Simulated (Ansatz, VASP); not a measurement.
**SiO2: VASP beside Ansatz**

File INCAR:

```
SYSTEM = SiO2
PREC     = Accurate       ! precision mode
ENCUT    = 520            ! plane-wave cutoff, eV
EDIFF    = 1E-6           ! SCF threshold, eV
ISMEAR   = 0              ! smearing method
SIGMA    = 0.02           ! smearing width, eV
LREAL    = .False.        ! projectors in reciprocal space
LASPH    = .True.         ! aspherical terms in the spheres
NELM     = 60             ! most SCF steps
ALGO     = Normal         ! electronic algorithm
ISIF     = 2              ! what is computed and relaxed
LWAVE    = .False.        ! write WAVECAR
LCHARG   = .True.         ! write CHGCAR
GGA      = CA             ! functional
LELF     = .True.         ! ELF
LVHAR    = .True.       
NBANDS   = 44             ! bands
```

File KPOINTS:

```
Automatic mesh
0
Gamma
  6 6 4
  0 0 0
```

File POSCAR:

```
SiO2
1.0
    5.0150044867      0.0000000000      0.0000000000
   -2.5075022433      4.3431212856      0.0000000000
    0.0000000000      0.0000000000      8.5394405355
Si O
4 8
Direct
    0.6666666667      0.3333333333      0.9370471006
    0.6666666667      0.3333333333      0.5629528994
    0.3333333333      0.6666666667      0.0629528994
    0.3333333333      0.6666666667      0.4370471006
    0.0000000000      0.4120634518      0.0000000000
    0.4120634518      0.4120634518      0.5000000000
    0.5879365482      0.0000000000      0.5000000000
    0.5879365482      0.5879365482      0.0000000000
    0.0000000000      0.5879365482      0.5000000000
    0.6666666667      0.3333333333      0.7500000000
    0.3333333333      0.6666666667      0.2500000000
    0.4120634518      0.0000000000      0.0000000000
```

Input for Ansatz:

```yaml
crystal:
  lattice:
    - [5.0150044867, 0.0, 0.0]
    - [-2.5075022433, 4.3431212856, 0.0]
    - [0.0, 0.0, 8.5394405355]
  atoms:
    - { symbol: Si, position: [0.6666666667, 0.3333333333, 0.9370471006] }
    - { symbol: Si, position: [0.6666666667, 0.3333333333, 0.5629528994] }
    - { symbol: Si, position: [0.3333333333, 0.6666666667, 0.0629528994] }
    - { symbol: Si, position: [0.3333333333, 0.6666666667, 0.4370471006] }
    - { symbol: O, position: [0.0, 0.4120634518, 0.0] }
    - { symbol: O, position: [0.4120634518, 0.4120634518, 0.5] }
    - { symbol: O, position: [0.5879365482, 0.0, 0.5] }
    - { symbol: O, position: [0.5879365482, 0.5879365482, 0.0] }
    - { symbol: O, position: [0.0, 0.5879365482, 0.5] }
    - { symbol: O, position: [0.6666666667, 0.3333333333, 0.75] }
    - { symbol: O, position: [0.3333333333, 0.6666666667, 0.25] }
    - { symbol: O, position: [0.4120634518, 0.0, 0.0] }
basis:
  ecutwfc: 420
kpoints:
  mp_grid: { grid: [6, 6, 4] }
  band_path: { path: [VBM, CBM], npoints: 2 }
hamiltonian:
  xc: lda
scf:
  occupations: { method: gaussian, width: 0.02 }
output:
  forces: true
  stress: true
  eigenvalues: true
checkpoint:
  read: start.run
  write: ck
  compress: false
  write_wavefunctions: false
  write_every: 100000
```

Alike in both runs: task single point; functional LDA; k mesh 6 × 6 × 4; occupations gaussian, width 0.02 eV; no spin polarisation.

|  | VASP | Ansatz |
| --- | --- | --- |
| version | VASP 6.6.1 | Ansatz 0.2.0 |
| potentials or method | VASP PAW LDA potentials, release 64 (Si, O), cutoff 520 eV | scalar-relativistic, plane waves, PAW |
| valence electrons in the cell | 64 | 64 |

Ansatz gave:

- gap on the k mesh at the Fermi level (eV): 5.42
- least direct gap on the mesh (eV): 5.48
- pressure (GPa): 0.0
- rms of the force components (eV/Å): 0.000

Problem. Which values does VASP return?

Solution. gap on the k mesh at the Fermi level (eV): 5.42; least direct gap on the mesh (eV): 5.48; pressure (GPa): 0.5; rms of the force components (eV/Å): 0.011.

LDA's correlation is that of Perdew and Zunger in VASP and of Perdew and Wang (1992) in Ansatz. Atom by atom the forces differ by 0.011 eV/Å (rms over components).
